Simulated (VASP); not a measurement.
# Ti (P6_3/mmc) in VASP: a series of runs

Runs on Ti. Level: r2SCAN. Tasks: single point.

All numbers are computed with VASP 6.6.1; they aren't measurements. Logs are shortened: lines on timing, memory, paths and dates and some standing lists are left out, and cuts for length are marked.

## 1. The cell of the first run

It takes space group P6_3/mmc (No. 194, hexagonal). Conventional cell: a = 2.906 Å, b = 2.906 Å, c = 4.616 Å, α = 90.00°, β = 90.00°, γ = 120.00°. Within 3.8 Å of Ti (site symmetry -6m2) lie 12 Ti at 2.85 to 2.91 Å.

## 2. Single point, r2SCAN (strain -0.015 along x and y, -0.015 along z)

POSCAR reads:

```
Ti
1.0
    2.9057478925      0.0000000000      0.0000000000
   -1.4528739462      2.5164514919      0.0000000000
    0.0000000000      0.0000000000      4.6157100000
Ti
2
Direct
    0.3333333333      0.6666666667      0.2500000000
    0.6666666667      0.3333333333      0.7500000000
```

INCAR.step1 reads:

```
SYSTEM = Ti
PREC = Accurate ; ENCUT = 520
ISMEAR = 0 ; SIGMA = 0.15
LREAL = .False. ; LASPH = .True.
NELM = 80 ; NBANDS = 19
GGA = PE ; ALGO = Normal
EDIFF = 1E-4 ; LWAVE = .True.
LCHARG = .False.
```

INCAR.step2 reads:

```
SYSTEM = Ti
PREC = Accurate ; ENCUT = 520
EDIFF = 1E-6 ; ISMEAR = 0
SIGMA = 0.15 ; LREAL = .False.
LASPH = .True. ; NELM = 80
ALGO = Normal ; ISIF = 2
LWAVE = .False. ; LCHARG = .False.
METAGGA = R2SCAN ; LMIXTAU = .True.
NBANDS = 19 ; ISTART = 1
```

KPOINTS reads:

```
regular mesh
0
Gamma
  18 18 10
  0 0 0
```

Potentials or basis: VASP PAW PBE potentials, release 64 (Ti_sv).

The run is started by

```console
> cat potpaw_PBE.64/Ti_sv/POTCAR > POTCAR
> cp INCAR.step1 INCAR
> mpirun -np 1 vasp_std > vasp.out
> cp INCAR.step2 INCAR
> mpirun -np 1 vasp_std > vasp.out
```

OUTCAR:

```text
SYSTEM = Ti
   PREC = Accurate
   ENCUT = 520
   EDIFF = 1E-6
   ISMEAR = 0
   LREAL = .False.
   LASPH = .True.
   NELM = 80
   ISIF = 2
   METAGGA = R2SCAN
   ISTART = 1

 ion  position               nearest neighbor table
   1  0.333  0.667  0.250-   2 2.85   2 2.85   2 2.85   2 2.85   2 2.85   2 2.85
   2  0.667  0.333  0.750-   1 2.85   1 2.85   1 2.85   1 2.85   1 2.85   1 2.85

  LATTYP: Found a hexagonal cell.
 ALAT       =     2.9057478925
 C/A-ratio  =     1.5884757284

  Lattice vectors:

 A1 = (   2.9057478925,   0.0000000000,   0.0000000000)
 A2 = (  -1.4528739462,   2.5164514919,   0.0000000000)
 A3 = (   0.0000000000,   0.0000000000,   4.6157100000)

Analysis of symmetry for initial positions (statically):
=====================================================================
 Subroutine PRICEL returns:
 Original cell was already a primitive cell.

 Routine SETGRP: Setting up the symmetry group for a
 hexagonal supercell.

 Subroutine GETGRP returns: Found 24 space group operations
 (whereof 12 operations were pure point group operations)
 out of a pool of 24 trial point group operations.

The static configuration has the point symmetry D_3d.
 The point group associated with its full space group is D_6h.

Analysis of symmetry for dynamics (positions and initial velocities):
=====================================================================
 Subroutine PRICEL returns:
 Original cell was already a primitive cell.

 Routine SETGRP: Setting up the symmetry group for a
 hexagonal supercell.

 Subroutine GETGRP returns: Found 24 space group operations
 (whereof 12 operations were pure point group operations)
 out of a pool of 24 trial point group operations.

The dynamic configuration has the point symmetry D_3d.
 The point group associated with its full space group is D_6h.

 Subroutine INISYM returns: Found 24 space group operations
 (whereof 12 operations are pure point group operations),
 and found     1 'primitive' translations

----------------------------------------------------------------------------------------

                                     Primitive cell

  volume of cell :      33.7509

  direct lattice vectors                    reciprocal lattice vectors
     2.905747892  0.000000000  0.000000000     0.344145479  0.198692485  0.000000000
    -1.452873946  2.516451492  0.000000000     0.000000000  0.397384970  0.000000000
     0.000000000  0.000000000  4.615710000     0.000000000  0.000000000  0.216651393

  length of vectors
[... 81 lines left out ...]
   NELM   =     80;   NELMIN=  2; NELMDL=  0     # of ELM steps
   EDIFF  = 0.1E-05   stopping-criterion for ELM
   LREAL  =      F    real-space projection
   EDIFFG = 0.1E-04   stopping-criterion for IOM
   NSW    =      0    number of steps for IOM
   IBRION =     -1    ionic relax: 0-MD 1-quasi-New 2-CG
   NFREE  =      0    steps in history (QN), initial steepest desc. (CG)
   ISIF   =      2    stress and relaxation
   ISYM   =      2    0-nonsym 1-usesym 2-fastsym
   POTIM  = 0.5000    time-step for ionic-motion
   TEBEG  =    0.0;   TEEND  =   0.0 temperature during run
   PSTRESS=    0.0 pullay stress
   NELECT =      24.0000    total number of electrons
   NUPDOWN=      -1.0000    fix difference up-down
   EMIN   =  10.00;   EMAX   =-10.00  energy-range for DOS
   EFERMI =   0.00;   METHOD = LEGACY
   ISMEAR =     0;   SIGMA  =   0.15  broadening in eV -4-tet -1-fermi 0-gaus
   EFERMI_NEDOS =   21; number of points for ismear=-14 and -15
   IALGO  =     38    algorithm
   IMIX   =      4    mixing-type and parameters
     AMIX     =   0.40;   BMIX     =  1.00
     AMIX_MAG =   1.60;   BMIX_MAG =  1.00
  volume/ion in A,a.u.               =      16.88       113.88
  Fermi-wavevector in a.u.,A,eV,Ry     =   1.461224  2.761314 29.050842  2.135177
  Thomas-Fermi vector in A             =   2.577581
   LORBIT       =      0    0 simple, 1 ext, 2 COOP (PROOUT), +10 PAW based schemes
   METAGGA = R2SCAN    functional components
   LHFCALC =     F    Hartree Fock is set to
   AEXX    =    0.0000 exact exchange contribution
   IVDW    =     0    specifies the selected vdW correction
   LEPSILON=     F    determine dielectric tensor
   LRPA    =     F    only Hartree local field effects (RPA)
 non-spin polarized calculation
 Gauss-broadening in eV      SIGMA  =   0.15
  energy-cutoff  :      520.00
  volume of cell :       33.75
 maximum number of plane-waves:       935
 NGX is ok and might be reduce to    24
   NGX = 11   NGY = 11   NGZ = 17

 number of electron      23.9999999 magnetization

 Free energy of the ion-electron system (eV)
  ---------------------------------------------------
  ext. energy  EPLUGINS =         0.00000000
  ---------------------------------------------------
  free energy    TOTEN  =       -25.89970171 eV

  energy without entropy =      -25.88074440  energy(sigma->0) =      -25.89022305

 E-fermi :   8.7099     XC(G=0): -12.5447

 val. band max:        8.7027445395   @ k =   0.1667  -0.0000   0.4000
 cond. band min:       8.7170109349   @ k =   0.3333   0.2222   0.3000
 fundamental gap:      0.0142663953
 Fermi energy:         8.7099384620

 k-point     1 :       0.0000    0.0000    0.0000
  band No.  band energies     occupation
      1     -50.4728      2.00000
      2     -50.3134      2.00000
      3     -26.0676      2.00000
      4     -25.3386      2.00000
      5     -25.3385      2.00000
      6     -25.2640      2.00000
[... 505 lines left out ...]
      6     -25.5296      2.00000
[... 11 lines left out ...]
     18      12.5648      0.00000
     19      13.2872      0.00000

 [... further k-points ...]

------------------------ aborting loop because EDIFF is reached ----------------------------------------

  FORCE on cell =-STRESS in cart. coord.  units (eV):
  Direction    XX          YY          ZZ          XY          YZ          ZX
  --------------------------------------------------------------------------------------
  -------------------------------------------------------------------------------------
  Total        0.7852940      0.7852940      0.6289750      0.0000000     -0.0000000      0.0000000
  in kB       37.2784496     37.2784496     29.8578780      0.0000000     -0.0000000      0.0000000
  external PRESSURE =      34.8049257 kB  Pullay stress =       0.0000000 kB

 VOLUME and BASIS-vectors are now :
 -----------------------------------------------------------------------------
  energy-cutoff  :      520.00
  volume of cell :       33.75
      direct lattice vectors                 reciprocal lattice vectors
     2.905747892  0.000000000  0.000000000     0.344145479  0.198692485  0.000000000
    -1.452873946  2.516451492  0.000000000     0.000000000  0.397384970  0.000000000
     0.000000000  0.000000000  4.615710000     0.000000000  0.000000000  0.216651393

 POSITION                                       TOTAL-FORCE (eV/Angst)
 -----------------------------------------------------------------------------------
     -0.00000      1.67763      1.15393        -0.000000      0.000000      0.000000
      1.45287      0.83882      3.46178         0.000000     -0.000000      0.000000
 -----------------------------------------------------------------------------------
    total drift:                               -0.000000      0.000000     -0.000000

  FREE ENERGIE OF THE ION-ELECTRON SYSTEM (eV)
  ---------------------------------------------------
  free  energy   TOTEN  =       -25.8997017071 eV

  energy  without entropy=      -25.8807443985  energy(sigma->0) =      -25.89022305
```

OUTCAR.step1:

```text
SYSTEM = Ti
   PREC = Accurate
   ENCUT = 520
   ISMEAR = 0
   LREAL = .False.
   LASPH = .True.
[... 753 lines left out ...]
     -0.00000      1.67763      1.15393        -0.000000      0.000000      0.000000
      1.45287      0.83882      3.46178         0.000000     -0.000000      0.000000
 -----------------------------------------------------------------------------------
    total drift:                               -0.000000      0.000000     -0.000000

  FREE ENERGIE OF THE ION-ELECTRON SYSTEM (eV)
  ---------------------------------------------------
  free  energy   TOTEN  =       -15.6735779494 eV

  energy  without entropy=      -15.6509749112  energy(sigma->0) =      -15.66227643
```

It took 6.5 min on 1 thread of Intel Xeon 6975P-C (Granite Rapids), shared host; peak memory 0.25 GiB.

What came out:

```
Free energy            : -25.8997 eV
Pressure               : 3.5 GPa
Band gap on the k mesh : zero (bands 12 and 13 overlap by 1.27 eV)
```

Caveat: the cell differs from its parent crystal (strain -0.015 along x and y, -0.015 along z); the cell stands under pressure; the PAW data sets were made with another functional, which shifts forces and pressure a little.

## 3. Single point, r2SCAN (strain -0.030 along x and y, +0.030 along z)

POSCAR reads:

```
Ti
1.0
    2.8614979246      0.0000000000      0.0000000000
   -1.4307489623      2.4781298956      0.0000000000
    0.0000000000      0.0000000000      4.8265800000
Ti
2
Direct
    0.3333333333      0.6666666667      0.2500000000
    0.6666666667      0.3333333333      0.7500000000
```

INCAR.step1 reads:

```
SYSTEM = Ti
PREC = Accurate
ENCUT = 520
ISMEAR = 0
SIGMA = 0.15
LREAL = .False.
LASPH = .True.
NELM = 80
NBANDS = 19
GGA = PE
ALGO = Normal
EDIFF = 1E-4
LWAVE = .True.
LCHARG = .False.
```

INCAR.step2 reads:

```
SYSTEM = Ti
PREC = Accurate
ENCUT = 520
EDIFF = 1E-6
ISMEAR = 0
SIGMA = 0.15
LREAL = .False.
LASPH = .True.
NELM = 80
ALGO = Normal
ISIF = 2
LWAVE = .False.
LCHARG = .False.
METAGGA = R2SCAN
LMIXTAU = .True.
NBANDS = 19
ISTART = 1
```

KPOINTS reads:

```
Automatic mesh
0
Gamma
  18 18 10
  0 0 0
```

Potentials or basis: VASP PAW PBE potentials, release 64 (Ti_sv).

The run is started by

```console
> cat potpaw_PBE.64/Ti_sv/POTCAR > POTCAR
> cp INCAR.step1 INCAR
> mpirun -np 1 vasp_std > vasp.out
> cp INCAR.step2 INCAR
> mpirun -np 1 vasp_std > vasp.out
```

It took 5.5 min on 1 thread of Intel Xeon 6975P-C (Granite Rapids), shared host; peak memory 0.24 GiB.

The run converged. Its results:

| Property | Result |
| --- | --- |
| Free energy | -25.8695 eV |
| Pressure | 1.8 GPa |
| Band gap on the k mesh | zero (bands 12 and 13 overlap by 0.95 eV) |

Stress tensor (GPa, compression positive):
```
 4.59  0.00  0.00
 0.00  4.59  0.00
 0.00  0.00 -3.77
```

Levels at points of the mesh, in eV from the Fermi level:
| k point | band 10 | band 11 | band 12 | band 13 | band 14 | band 15 |
| --- | --- | --- | --- | --- | --- | --- |
| (0.00, 0.00, 0.00) | -2.92 | 0.02 | 0.59 | 0.97 | 0.97 | 1.40 |
| (0.50, 0.00, 0.00) | -2.28 | -2.03 | -0.54 | 0.48 | 0.98 | 1.06 |
| (0.00, 0.00, 0.50) | -4.82 | -0.19 | -0.19 | 0.97 | 0.97 | 0.97 |
| (0.50, 0.00, 0.50) | -2.70 | -1.00 | -1.00 | 1.38 | 1.38 | 2.15 |

Caveat: the cell differs from its parent crystal (strain -0.030 along x and y, +0.030 along z); the PAW data sets were made with another functional, which shifts forces and pressure a little.

## 4. Single point, r2SCAN (strain +0.000 along x and y, -0.030 along z)

POSCAR reads:

```
Ti
1.0
    2.9499978604      0.0000000000      0.0000000000
   -1.4749989302      2.5547730882      0.0000000000
    0.0000000000      0.0000000000      4.5454200000
Ti
2
Direct
    0.3333333333      0.6666666667      0.2500000000
    0.6666666667      0.3333333333      0.7500000000
```

INCAR.step1 reads:

```
  PREC = Accurate
  ENCUT = 520
  ISMEAR = 0
  SIGMA = 0.15
  LREAL = F
  LASPH = T
  NELM = 60
  NBANDS = 19
  GGA = PE
  ALGO = Normal
  EDIFF = 1E-4
  LWAVE = T
  LCHARG = F
```

INCAR.step2 reads:

```
  PREC = Accurate
  ENCUT = 520
  EDIFF = 1E-6
  ISMEAR = 0
  SIGMA = 0.15
  LREAL = F
  LASPH = T
  NELM = 60
  ALGO = Normal
  ISIF = 2
  LWAVE = F
  LCHARG = T
  METAGGA = R2SCAN
  LMIXTAU = T
  LELF = T
  LVHAR = T
  NBANDS = 19
  ISTART = 1
```

KPOINTS reads:

```
regular mesh
0
Gamma
  18 18 10
```

The run is started by

```console
> cat potpaw_PBE.64/Ti_sv/POTCAR > POTCAR
> cp INCAR.step1 INCAR
> mpirun -np 1 vasp_std > vasp.out
> cp INCAR.step2 INCAR
> mpirun -np 1 vasp_std > vasp.out
```

It took 6.2 min on 1 thread of Intel Xeon 6975P-C (Granite Rapids), shared host; peak memory 0.24 GiB.

It converged, with:

```
Free energy            : -25.9029 eV
Pressure               : 1.6 GPa
Band gap on the k mesh : zero (bands 12 and 13 overlap by 1.20 eV)
```

Stress tensor (GPa, compression positive):
```
0.57 0.00 0.00
0.00 0.57 0.00
0.00 0.00 3.69
```

Levels at points of the mesh, in eV from the Fermi level:
| k point | band 8 | band 9 | band 10 | band 11 | band 12 | band 13 | band 14 | band 15 | band 16 | band 17 |
| --- | --- | --- | --- | --- | --- | --- | --- | --- | --- | --- |
| (0.00, 0.00, 0.00) | -34.01 | -6.66 | -2.91 | 0.82 | 0.82 | 0.88 | 1.15 | 1.42 | 1.42 | 1.70 |
| (0.50, 0.00, 0.00) | -34.08 | -2.58 | -2.36 | -1.95 | -0.95 | 0.47 | 0.81 | 1.39 | 3.49 | 3.77 |
| (0.00, 0.00, 0.50) | -34.07 | -4.64 | -4.64 | 0.17 | 0.17 | 0.69 | 0.69 | 0.69 | 0.69 | 3.07 |
| (0.50, 0.00, 0.50) | -34.18 | -2.72 | -2.72 | -0.85 | -0.85 | 1.25 | 1.25 | 1.84 | 1.84 | 3.66 |

Caveat: the cell differs from its parent crystal (strain +0.000 along x and y, -0.030 along z); the PAW data sets were made with another functional, which shifts forces and pressure a little.

## 5. Single point, r2SCAN (strain -0.015 along x and y, +0.000 along z)

POSCAR reads:

```
Ti
1.0
    2.9057478925      0.0000000000      0.0000000000
   -1.4528739462      2.5164514919      0.0000000000
    0.0000000000      0.0000000000      4.6860000000
Ti
2
Direct
    0.3333333333      0.6666666667      0.2500000000
    0.6666666667      0.3333333333      0.7500000000
```

INCAR.step1 reads:

```
SYSTEM = Ti
ALGO = Normal
EDIFF = 1E-4
ENCUT = 520
GGA = PE
ISMEAR = 0
LASPH = .True.
LCHARG = .False.
LREAL = .False.
LWAVE = .True.
NBANDS = 19
NELM = 80
PREC = Accurate
SIGMA = 0.15
```

INCAR.step2 reads:

```
SYSTEM = Ti
ALGO = Normal
EDIFF = 1E-7
ENCUT = 520
ISIF = 2
ISMEAR = 0
ISTART = 1
LASPH = .True.
LCHARG = .False.
LMIXTAU = .True.
LREAL = .False.
LWAVE = .False.
METAGGA = R2SCAN
NBANDS = 19
NELM = 80
PREC = Accurate
SIGMA = 0.15
```

KPOINTS reads:

```
k-points
0
Gamma
  18 18 10
  0 0 0
```

The run is started by

```console
> cat potpaw_PBE.64/Ti_sv/POTCAR > POTCAR
> cp INCAR.step1 INCAR
> mpirun -np 1 vasp_std > vasp.out
> cp INCAR.step2 INCAR
> mpirun -np 1 vasp_std > vasp.out
```

Wall time 7.4 min (1 thread of Intel Xeon 6975P-C (Granite Rapids), shared host); peak memory 0.24 GiB.

Results (log left out):

```
Free energy            : -25.9047 eV
Pressure               : 1.6 GPa
Band gap on the k mesh : zero (bands 12 and 13 overlap by 1.24 eV)
```

Stress tensor (GPa, compression positive):
```
 2.48  0.00  0.00
 0.00  2.48  0.00
 0.00  0.00 -0.10
```

Levels at points of the mesh, in eV from the Fermi level:
| k point | band 8 | band 9 | band 10 | band 11 | band 12 | band 13 | band 14 | band 15 | band 16 | band 17 |
| --- | --- | --- | --- | --- | --- | --- | --- | --- | --- | --- |
| (0.00, 0.00, 0.00) | -33.97 | -6.64 | -2.90 | 0.43 | 0.87 | 0.90 | 0.90 | 1.41 | 1.41 | 1.96 |
| (0.50, 0.00, 0.00) | -34.06 | -2.51 | -2.31 | -1.99 | -0.75 | 0.64 | 0.72 | 1.22 | 3.67 | 3.86 |
| (0.00, 0.00, 0.50) | -34.02 | -4.73 | -4.73 | -0.01 | -0.01 | 0.85 | 0.85 | 0.85 | 0.85 | 3.09 |
| (0.50, 0.00, 0.50) | -34.14 | -2.71 | -2.71 | -0.92 | -0.92 | 1.31 | 1.31 | 2.00 | 2.00 | 3.80 |

Caveat: the cell differs from its parent crystal (strain -0.015 along x and y, +0.000 along z); the PAW data sets were made with another functional, which shifts forces and pressure a little.

## 6. The runs side by side

| cell | gap on the mesh (eV) | pressure (GPa) |
| --- | --- | --- |
| a = 2.906, b = 2.906, c = 4.616 Å, angles 90.0, 90.0, 120.0°, 2 atoms | none | 3.5 |
| a = 2.861, b = 2.861, c = 4.827 Å, angles 90.0, 90.0, 120.0°, 2 atoms | none | 1.8 |
| a = 2.950, b = 2.950, c = 4.545 Å, angles 90.0, 90.0, 120.0°, 2 atoms | none | 1.6 |
| a = 2.906, b = 2.906, c = 4.686 Å, angles 90.0, 90.0, 120.0°, 2 atoms | none | 1.6 |

Alike in all rows: task single point; level r2SCAN; potentials or basis VASP PAW PBE potentials, release 64 (Ti_sv); no spin polarisation; k mesh 18 × 18 × 10; cutoff (eV) 520; smearing gaussian 0.15 eV.

Caveats: the PAW data sets were made with another functional, which shifts forces and pressure a little; the cell stands under pressure (at least some runs).

Absolute energies hang on the potentials; compare differences alone.
